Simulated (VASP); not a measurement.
Runs of VASP 6.6.1 on Mo. The structure is that of space group Im-3m (No. 229), or close to it. The cells are those of the table. 

```tsv
task	cell	cutoff (eV)	gap on the mesh (eV)	pressure (GPa)
relaxation of cell and atoms	relaxed to 380 GPa from a = 2.301 Å, angles 109.5°, 1 atom	600	none	379.9
single point	a = 2.738 Å, angles 109.5°, 1 atom	520	none	(a)
single point	a = 2.300 Å, angles 109.5°, 1 atom	520	none	386.9
relaxation of cell and atoms	relaxed to 380 GPa from a = 2.300 Å, angles 109.5°, 1 atom	600	none	380.0
```

Alike in all rows: level PBE; potentials or basis VASP PAW PBE potentials, release 64 (Mo_sv); no spin polarisation; k mesh 20 × 20 × 20; smearing fermi-dirac 0.1 eV.

Question: Fill in the values left out.

Answer: (a) 0.5.

Caveats: the cell is relaxed towards a set pressure, so the run minimises the enthalpy, not the energy (at least some runs); the cell stands under pressure (at least some runs).

A k mesh can miss the band edges, and the runs leave out spin-orbit coupling on Mo.

A gap of «none» marks levels without a gap at the run's occupations.
